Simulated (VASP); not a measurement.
# Mn (Im-3m) in VASP: further runs

Runs on Mn. Level: PBE. Tasks: single point.

Program: VASP 6.6.1. These are calculated values, not measurements. Logs are shortened: lines on timing, memory, paths and dates and some standing lists are left out, and cuts for length are marked.

**1. The cell of the first run**

The structure is cubic, space group Im-3m (No. 229). The conventional cell has a = 2.785 Å, b = 2.785 Å, c = 2.785 Å, α = 90.00°, β = 90.00°, γ = 90.00°. Mn (site symmetry m-3m) has 14 Mn at 2.41 to 2.79 Å within 3.2 Å.

**2. Single point, PBE**

File INCAR:

```
SYSTEM = Mn
PREC = Accurate ; ENCUT = 500
EDIFF = 1E-6 ; ISMEAR = -1
SIGMA = 0.1 ; LREAL = .FALSE.
LASPH = .TRUE. ; NELM = 120
ALGO = Normal ; ISIF = 2
LWAVE = .FALSE. ; LCHARG = .TRUE.
GGA = PE ; LELF = .TRUE.
LVHAR = .TRUE. ; NBANDS = 12
GGA_COMPAT = .FALSE.
```

File KPOINTS:

```
regular mesh
0
G
  8 8 8
  0 0 0
```

File POSCAR:

```
Mn
1.0
   -1.3925877713      1.3925877713      1.3925877713
    1.3925877713     -1.3925877713      1.3925877713
    1.3925877713      1.3925877713     -1.3925877713
Mn
1
Direct
    0.0000000000      0.0000000000      0.0000000000
```

Potentials or basis: VASP PAW PBE potentials, release 64 (Mn_pv).

Started as:

```console
> cat potpaw_PBE.64/Mn_pv/POTCAR > POTCAR
> mpirun -np 1 vasp_std > vasp.out
```

OUTCAR:

```text
SYSTEM = Mn
   PREC = Accurate
   ENCUT = 500
   EDIFF = 1E-6
   ISMEAR = -1
   LREAL = .FALSE.
   LASPH = .TRUE.
   NELM = 120
   ISIF = 2
   GGA = PE

 ion  position               nearest neighbor table
   1  0.000  0.000  0.000-

  LATTYP: Found a body centered cubic cell.
 ALAT       =     2.7851755426

  Lattice vectors:

 A1 = (  -1.3925877713,   1.3925877713,   1.3925877713)
 A2 = (   1.3925877713,  -1.3925877713,   1.3925877713)
 A3 = (   1.3925877713,   1.3925877713,  -1.3925877713)

Analysis of symmetry for initial positions (statically):
=====================================================================
 Subroutine PRICEL returns:
 Original cell was already a primitive cell.

 Routine SETGRP: Setting up the symmetry group for a
 body centered cubic supercell.

 Subroutine GETGRP returns: Found 48 space group operations
 (whereof 48 operations were pure point group operations)
 out of a pool of 48 trial point group operations.

The static configuration has the point symmetry O_h .

Analysis of symmetry for dynamics (positions and initial velocities):
=====================================================================
 Subroutine PRICEL returns:
 Original cell was already a primitive cell.

 Routine SETGRP: Setting up the symmetry group for a
 body centered cubic supercell.

 Subroutine GETGRP returns: Found 48 space group operations
 (whereof 48 operations were pure point group operations)
 out of a pool of 48 trial point group operations.

The dynamic configuration has the point symmetry O_h .

 Subroutine INISYM returns: Found 48 space group operations
 (whereof 48 operations are pure point group operations),
 and found     1 'primitive' translations

----------------------------------------------------------------------------------------

                                     Primitive cell

  volume of cell :      10.8026

  direct lattice vectors                    reciprocal lattice vectors
    -1.392587771  1.392587771  1.392587771     0.000000000  0.359043796  0.359043796
     1.392587771 -1.392587771  1.392587771     0.359043796  0.000000000  0.359043796
     1.392587771  1.392587771 -1.392587771     0.359043796  0.359043796  0.000000000

  length of vectors
     2.412032774  2.412032774  2.412032774     0.507764606  0.507764606  0.507764606

  position of ions in fractional coordinates (direct lattice)
     0.000000000  0.000000000  0.000000000

  ion indices of the primitive-cell ions
   primitive index   ion index
                 1           1

----------------------------------------------------------------------------------------

 KPOINTS: regular mesh

Automatic generation of k-mesh.
 Grid dimensions read from file:
 generate k-points for:    8    8    8

 Generating k-lattice:

  Cartesian coordinates                     Fractional coordinates (reciprocal lattice)
     0.000000000  0.044880475  0.044880475     0.125000000  0.000000000  0.000000000
     0.044880475  0.000000000  0.044880475     0.000000000  0.125000000  0.000000000
     0.044880475  0.044880475  0.000000000     0.000000000  0.000000000  0.125000000

  Length of vectors
     0.063470576  0.063470576  0.063470576

  Shift w.r.t. Gamma in fractional coordinates (k-lattice)
     0.000000000  0.000000000  0.000000000

 Subroutine IBZKPT returns following result:
 ===========================================

 Found     29 irreducible k-points:

 Following reciprocal coordinates:
            Coordinates               Weight
  0.000000  0.000000  0.000000      1.000000
  0.125000  0.000000  0.000000     12.000000
  0.250000  0.000000  0.000000     12.000000
  0.375000  0.000000  0.000000     12.000000
  0.500000  0.000000  0.000000      6.000000
  0.125000  0.125000  0.000000     24.000000
[... 16 lines left out ...]
 -0.250000  0.250000  0.250000      6.000000
 -0.375000  0.375000  0.250000     24.000000
 [... further k-points ...]
   k-points           NKPTS =     29   k-points in BZ     NKDIM =     29   number of bands    NBANDS=     12
   number of dos      NEDOS =    301   number of ions     NIONS =      1
   total plane-waves  NPLWV =   5832
   dimension x,y,z NGX =    18 NGY =   18 NGZ =   18
   dimension x,y,z NGXF=    36 NGYF=   36 NGZF=   36
   ions per type =               1
   NGX,Y,Z   is equivalent  to a cutoff of  12.41, 12.41, 12.41 a.u.
   NGXF,Y,Z  is equivalent  to a cutoff of  24.81, 24.81, 24.81 a.u.
 SYSTEM =  Mn
   PREC   = accura    normal or accurate (medium, high low for compatibility)
   ISTART =      0    job   : 0-new  1-cont  2-samecut
   ICHARG =      2    charge: 1-file 2-atom 10-const
   ISPIN  =      1    spin polarized calculation?
   LNONCOLLINEAR =      F non collinear calculations
   LSORBIT =      F    spin-orbit coupling
   LASPH  =      T    aspherical Exc in radial PAW
   ENCUT  =  500.0 eV  36.75 Ry    6.06 a.u.   4.40  4.40  4.40*2*pi/ulx,y,z
   NELM   =    120;   NELMIN=  2; NELMDL= -5     # of ELM steps
   EDIFF  = 0.1E-05   stopping-criterion for ELM
   LREAL  =      F    real-space projection
   EDIFFG = 0.1E-04   stopping-criterion for IOM
   NSW    =      0    number of steps for IOM
   IBRION =     -1    ionic relax: 0-MD 1-quasi-New 2-CG
   NFREE  =      0    steps in history (QN), initial steepest desc. (CG)
   ISIF   =      2    stress and relaxation
   ISYM   =      2    0-nonsym 1-usesym 2-fastsym
   POTIM  = 0.5000    time-step for ionic-motion
   TEBEG  =    0.0;   TEEND  =   0.0 temperature during run
   PSTRESS=    0.0 pullay stress
   NELECT =      13.0000    total number of electrons
   NUPDOWN=      -1.0000    fix difference up-down
   EMIN   =  10.00;   EMAX   =-10.00  energy-range for DOS
   EFERMI =   0.00;   METHOD = LEGACY
   ISMEAR =    -1;   SIGMA  =   0.10  broadening in eV -4-tet -1-fermi 0-gaus
   EFERMI_NEDOS =   21; number of points for ismear=-14 and -15
   IALGO  =     38    algorithm
   IMIX   =      4    mixing-type and parameters
     AMIX     =   0.40;   BMIX     =  1.00
     AMIX_MAG =   1.60;   BMIX_MAG =  1.00
  volume/ion in A,a.u.               =      10.80        72.90
  Fermi-wavevector in a.u.,A,eV,Ry     =   1.741326  3.290629 41.255798  3.032216
  Thomas-Fermi vector in A             =   2.813804
   LORBIT       =      0    0 simple, 1 ext, 2 COOP (PROOUT), +10 PAW based schemes
   GGA     = PE    functional components
   LHFCALC =     F    Hartree Fock is set to
   AEXX    =    0.0000 exact exchange contribution
   IVDW    =     0    specifies the selected vdW correction
   LEPSILON=     F    determine dielectric tensor
   LRPA    =     F    only Hartree local field effects (RPA)
 non-spin polarized calculation
  energy-cutoff  :      500.00
  volume of cell :       10.80
 maximum number of plane-waves:       285
 NGX is ok and might be reduce to    18
   NGX =  9   NGY =  9   NGZ =  9

 number of electron      13.0000002 magnetization

 Free energy of the ion-electron system (eV)
  ---------------------------------------------------
  ext. energy  EPLUGINS =         0.00000000
  ---------------------------------------------------
  free energy    TOTEN  =        -8.88653797 eV

  energy without entropy =       -8.81391778  energy(sigma->0) =       -8.85022787

 E-fermi :  10.7553     XC(G=0): -13.9909

 val. band max:       10.6955687360   @ k =  -0.2500   0.2500   0.2500
 cond. band min:      10.7564957245   @ k =   0.2500   0.0000   0.0000
 fundamental gap:      0.0609269885
 Fermi energy:        10.7553303492

 k-point     1 :       0.0000    0.0000    0.0000
  band No.  band energies     occupation
      1     -37.2243      2.00000
      2     -37.2243      2.00000
      3     -37.2243      2.00000
      4       2.1406      2.00000
      5       9.1930      2.00000
      6       9.1930      2.00000
      7       9.1930      2.00000
      8      11.1169      0.05241
      9      11.1169      0.05241
     10      34.4522      0.00000
     11      34.4522      0.00000
     12      34.4522      0.00000

 k-point     2 :       0.1250    0.0000    0.0000
  band No.  band energies     occupation
      1     -37.3381      2.00000
      2     -37.2603      2.00000
      3     -37.2251      2.00000
      4       2.8211      2.00000
      5       8.9611      2.00000
      6       9.1373      2.00000
      7       9.6234      1.99998
      8      10.9047      0.36668
      9      11.1370      0.04307
     10      32.3708      0.00000
     11      33.9210      0.00000
     12      34.7344      0.00000

 k-point     3 :       0.2500    0.0000    0.0000
  band No.  band energies     occupation
      1     -37.6067      2.00000
      2     -37.3459      2.00000
      3     -37.2264      2.00000
      4       4.5253      2.00000
      5       8.4323      2.00000
      6       8.9282      2.00000
      7      10.7565      0.99417
      8      10.8134      0.71754
      9      11.2172      0.01953
     10      27.6890      0.00000
     11      31.7069      0.00000
     12      35.2900      0.00000

 k-point     4 :       0.3750    0.0000    0.0000
  band No.  band energies     occupation
      1     -37.8684      2.00000
      2     -37.4307      2.00000
      3     -37.2277      2.00000
      4       5.7405      2.00000
      5       7.9414      2.00000
      6       9.8546      1.99975
      7      11.0490      0.10077
      8      11.3456      0.00545
      9      12.0710      0.00000
     10      22.6695      0.00000
     11      29.5254      0.00000
     12      33.6658      0.00000

 k-point     5 :       0.5000    0.0000    0.0000
  band No.  band energies     occupation
      1     -37.9748      2.00000
      2     -37.4656      2.00000
      3     -37.2281      2.00000
      4       5.8357      2.00000
      5       7.7477      2.00000
      6      11.1086      0.05678
      7      11.4115      0.00282
      8      11.4145      0.00274
      9      12.6919      0.00000
     10      20.0073      0.00000
     11      28.6902      0.00000
     12      32.3468      0.00000
[... 228 lines left out ...]
      1     -37.7647      2.00000
      2     -37.7647      2.00000
      3     -37.3690      2.00000
      4       7.5954      2.00000
      5       7.5954      2.00000
      6       8.1414      2.00000
      7      11.4836      0.00137
      8      11.4836      0.00137
      9      19.1677      0.00000
     10      19.1677      0.00000
     11      21.7433      0.00000
     12      34.9870      0.00000

 k-point    22 :       0.2500    0.2500    0.2500
  band No.  band energies     occupation
      1     -37.5938      2.00000
      2     -37.5938      2.00000
      3     -37.5938      2.00000
      4       7.8557      2.00000
      5       7.8557      2.00000
      6       7.8557      2.00000
      7      11.4685      0.00160
      8      11.4685      0.00160
      9      20.6111      0.00000
     10      20.6111      0.00000
     11      20.6111      0.00000
     12      23.1696      0.00000

 k-point    23 :      -0.2500    0.2500    0.2500
  band No.  band energies     occupation
      1     -37.6203      2.00000
      2     -37.4776      2.00000
      3     -37.4776      2.00000
      4       6.1869      2.00000
      5       8.4120      2.00000
      6       9.6893      1.99995
      7       9.6893      1.99995
      8      10.6956      1.29022
      9      12.4931      0.00000
     10      29.0459      0.00000
     11      29.3343      0.00000
     12      29.3343      0.00000

 k-point    24 :      -0.3750    0.3750    0.2500
  band No.  band energies     occupation
      1     -37.7802      2.00000
      2     -37.5696      2.00000
      3     -37.4991      2.00000
      4       6.8363      2.00000
      5       7.5322      2.00000
      6       9.7040      1.99995
      7      10.2926      1.98063
      8      11.8227      0.00005
      9      14.3801      0.00000
     10      23.9628      0.00000
     11      26.8257      0.00000
     12      29.0939      0.00000

 [... further k-points ...]

------------------------ aborting loop because EDIFF is reached ----------------------------------------

  FORCE on cell =-STRESS in cart. coord.  units (eV):
  Direction    XX          YY          ZZ          XY          YZ          ZX
  --------------------------------------------------------------------------------------
  -------------------------------------------------------------------------------------
  Total       -0.0288062     -0.0288062     -0.0288062      0.0000000      0.0000000     -0.0000000
  in kB       -4.2723742     -4.2723742     -4.2723742      0.0000000      0.0000000     -0.0000000
  external PRESSURE =      -4.2723742 kB  Pullay stress =       0.0000000 kB

 VOLUME and BASIS-vectors are now :
 -----------------------------------------------------------------------------
  energy-cutoff  :      500.00
  volume of cell :       10.80
      direct lattice vectors                 reciprocal lattice vectors
    -1.392587771  1.392587771  1.392587771     0.000000000  0.359043796  0.359043796
     1.392587771 -1.392587771  1.392587771     0.359043796  0.000000000  0.359043796
     1.392587771  1.392587771 -1.392587771     0.359043796  0.359043796  0.000000000

 POSITION                                       TOTAL-FORCE (eV/Angst)
 -----------------------------------------------------------------------------------
      0.00000      0.00000      0.00000         0.000000      0.000000      0.000000
 -----------------------------------------------------------------------------------
    total drift:                                0.000000     -0.000000      0.000000

  FREE ENERGIE OF THE ION-ELECTRON SYSTEM (eV)
  ---------------------------------------------------
  free  energy   TOTEN  =        -8.8865379716 eV

  energy  without entropy=       -8.8139177761  energy(sigma->0) =       -8.85022787
```

It took 4.5 s on 1 thread of AMD EPYC 7R13 (Zen 3), shared host; peak memory 0.08 GiB.

What came out:

- Free energy: -8.8865 eV
- Pressure: -0.4 GPa

Caveat: the k points lie up to 0.40 Å⁻¹ apart; the run has no spin polarisation, though such a crystal can be magnetic.

**3. Single point, PBE, collinear spin, ferromagnetic start**

This run uses another cell than the first one, of 10.92 Å³/atom, 1.011 times its volume.

File INCAR:

```
SYSTEM = Mn
PREC = Accurate
ENCUT = 520
EDIFF = 1E-6
ISMEAR = -1
SIGMA = 0.05
LREAL = .False.
LASPH = .True.
NELM = 150
ALGO = Normal
ISIF = 2
LWAVE = .False.
LCHARG = .True.
ISPIN = 2
MAGMOM = 3
LORBIT = 11
LMAXMIX = 4
GGA = PE
LELF = .True.
LVHAR = .True.
NBANDS = 16
```

File KPOINTS:

```
regular mesh
0
Gamma
  15 15 15
  0 0 0
```

File POSCAR:

```
Mn
1.0
   -1.3975143256      1.3975143256      1.3975143256
    1.3975143256     -1.3975143256      1.3975143256
    1.3975143256      1.3975143256     -1.3975143256
Mn
1
Direct
    0.0000000000      0.0000000000      0.0000000000
```

Potentials or basis: VASP PAW PBE potentials, release 64 (Mn_pv).

Started as:

```console
> cat potpaw_PBE.64/Mn_pv/POTCAR > POTCAR
> mpirun -np 1 vasp_std > vasp.out
```

OUTCAR:

```text
SYSTEM = Mn
   PREC = Accurate
   ENCUT = 520
   EDIFF = 1E-6
   ISMEAR = -1
   LREAL = .False.
   LASPH = .True.
   NELM = 150
   ISIF = 2
   ISPIN = 2
   LORBIT = 11
   GGA = PE

 ion  position               nearest neighbor table
   1  0.000  0.000  0.000-

  LATTYP: Found a body centered cubic cell.
 ALAT       =     2.7950286512

  Lattice vectors:

 A1 = (  -1.3975143256,   1.3975143256,   1.3975143256)
 A2 = (   1.3975143256,  -1.3975143256,   1.3975143256)
[... 1120 lines left out ...]
  -------------------------------------------------------------------------------------
  Total        0.0037966      0.0037966      0.0037966      0.0000000     -0.0000000      0.0000000
  in kB        0.5571544      0.5571544      0.5571544      0.0000000     -0.0000000      0.0000000
  external PRESSURE =       0.5571544 kB  Pullay stress =       0.0000000 kB

 VOLUME and BASIS-vectors are now :
 -----------------------------------------------------------------------------
  energy-cutoff  :      520.00
  volume of cell :       10.92
      direct lattice vectors                 reciprocal lattice vectors
    -1.397514326  1.397514326  1.397514326     0.000000000  0.357778086  0.357778086
     1.397514326 -1.397514326  1.397514326     0.357778086  0.000000000  0.357778086
     1.397514326  1.397514326 -1.397514326     0.357778086  0.357778086  0.000000000

 POSITION                                       TOTAL-FORCE (eV/Angst)
 -----------------------------------------------------------------------------------
      0.00000      0.00000      0.00000         0.000000      0.000000      0.000000
 -----------------------------------------------------------------------------------
    total drift:                                0.000000      0.000000      0.000000

  FREE ENERGIE OF THE ION-ELECTRON SYSTEM (eV)
  ---------------------------------------------------
  free  energy   TOTEN  =        -8.8630259328 eV

  energy  without entropy=       -8.8473249624  energy(sigma->0) =       -8.85517545

 total charge

# of ion       s       p       d       tot
------------------------------------------
    1        0.412   6.399   5.134  11.945

 magnetization (x)

# of ion       s       p       d       tot
------------------------------------------
    1       -0.004  -0.013   0.830   0.813
```

OSZICAR:

```text
N       E                     dE             d eps       ncg     rms          rms(c)
DAV:   1     0.832632464833E+02    0.83263E+02   -0.70463E+03  7824   0.110E+03
DAV:   2    -0.780319762162E+01   -0.91066E+02   -0.86326E+02  8304   0.270E+02
DAV:   3    -0.966554376017E+01   -0.18623E+01   -0.18569E+01  9288   0.415E+01
DAV:   4    -0.967144658075E+01   -0.59028E-02   -0.59026E-02  9320   0.231E+00
DAV:   5    -0.967147986220E+01   -0.33281E-04   -0.33282E-04  8984   0.156E-01    0.169E+01
DAV:   6    -0.885005966718E+01    0.82142E+00   -0.23282E+00  9224   0.296E+01    0.364E+00
DAV:   7    -0.886643960386E+01   -0.16380E-01   -0.10484E-01  8144   0.390E+00    0.187E+00
DAV:   8    -0.886698073076E+01   -0.54113E-03   -0.34579E-03  8696   0.750E-01    0.674E-01
DAV:   9    -0.886299137124E+01    0.39894E-02   -0.18230E-03  9656   0.491E-01    0.163E-01
DAV:  10    -0.886302364330E+01   -0.32272E-04   -0.19241E-04  8232   0.166E-01    0.378E-02
DAV:  11    -0.886302841475E+01   -0.47715E-05   -0.57147E-06  9192   0.267E-02    0.216E-02
DAV:  12    -0.886302678652E+01    0.16282E-05   -0.15512E-06  8008   0.113E-02    0.647E-03
DAV:  13    -0.886302593276E+01    0.85376E-06   -0.43655E-07  6240   0.801E-03
   1 F= -.88630259E+01 E0= -.88551754E+01  d E =-.157010E-01  mag=     0.8127
```

It took 22 s on 1 thread of Intel Xeon Platinum 8559C (Emerald Rapids), shared host; peak memory 0.14 GiB.

What came out:

```yaml
Free_energy: -8.8630 eV
Pressure: 0.1 GPa
Net_moment: 0.81 μB per cell
Site_moments: Mn +0.81 μB
Valence_electrons_inside_the_program's_atomic_spheres: Mn 11.95
```

(Continued in part 2 of 2.)
